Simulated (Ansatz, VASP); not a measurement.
Two plane-wave programs on PbSe

The input INCAR:

```
  PREC = Accurate
  ENCUT = 520
  EDIFF = 1E-6
  ISMEAR = 0
  SIGMA = 0.03
  LREAL = False
  LASPH = True
  NELM = 100
  ALGO = Normal
  ISIF = 2
  LWAVE = False
  LCHARG = True
  GGA = PE
  IVDW = 12
  LELF = True
  LVHAR = True
  NBANDS = 17
```

KPOINTS

```
regular mesh
0
Gamma
  10 10 10
```

File POSCAR:

```
PbSe
1.0
    0.0000000000      3.0954007635      3.3003162941
    3.0954007635      0.0000000000      3.3003162941
    3.0954007635      3.0954007635      0.0000000000
Pb Se
1 1
Direct
    0.0000000000      0.0000000000      0.0000000000
    0.5000000000      0.5000000000      0.5000000000
```

Input for Ansatz:

```yaml
crystal:
  lattice:
    - [0.0, 3.0954007635, 3.3003162941]
    - [3.0954007635, 0.0, 3.3003162941]
    - [3.0954007635, 3.0954007635, 0.0]
  atoms:
    - { symbol: Pb, position: [0.0, 0.0, 0.0] }
    - { symbol: Se, position: [0.5, 0.5, 0.5] }
basis:
  ecutwfc: 420
kpoints:
  mp_grid: { grid: [10, 10, 10] }
hamiltonian:
  xc: pbe
  dispersion: d3bj
scf:
  occupations: { method: gaussian, width: 0.03 }
output:
  forces: true
  stress: true
  eigenvalues: true
  write_density: true
  write_potential: true
  elf: true
  volumetric_format: npy
```

Alike in both runs: task single point; functional PBE; dispersion D3(BJ); k mesh 10 × 10 × 10; occupations gaussian, width 0.03 eV; no spin polarisation.

```csv
,VASP,Ansatz
version,VASP 6.6.1,Ansatz 0.2.0
potentials or method,"VASP PAW PBE potentials, release 64 (Pb_d, Se), cutoff 520 eV","scalar-relativistic, plane waves, PAW"
valence electrons in the cell,20,30
```

Ansatz gave:

* gap on the k mesh at the Fermi level (eV): 0.49
* least direct gap on the mesh (eV): 0.49
* pressure (GPa): -2.3
* traceless stress, the component that is largest in VASP (GPa): -3.03

**Question.** What did VASP give for the same quantities?

**Answer.** gap on the k mesh at the Fermi level (eV): 0.49; least direct gap on the mesh (eV): 0.49; pressure (GPa): -2.3; traceless stress, the component that is largest in VASP (GPa): -3.04.

VASP's potentials hold 20 valence electrons a cell and Ansatz's 30, so a difference there can come from the potentials and not from the codes. Ansatz's warnings: dispersion switch in reach.

Neither program's run includes spin-orbit coupling.
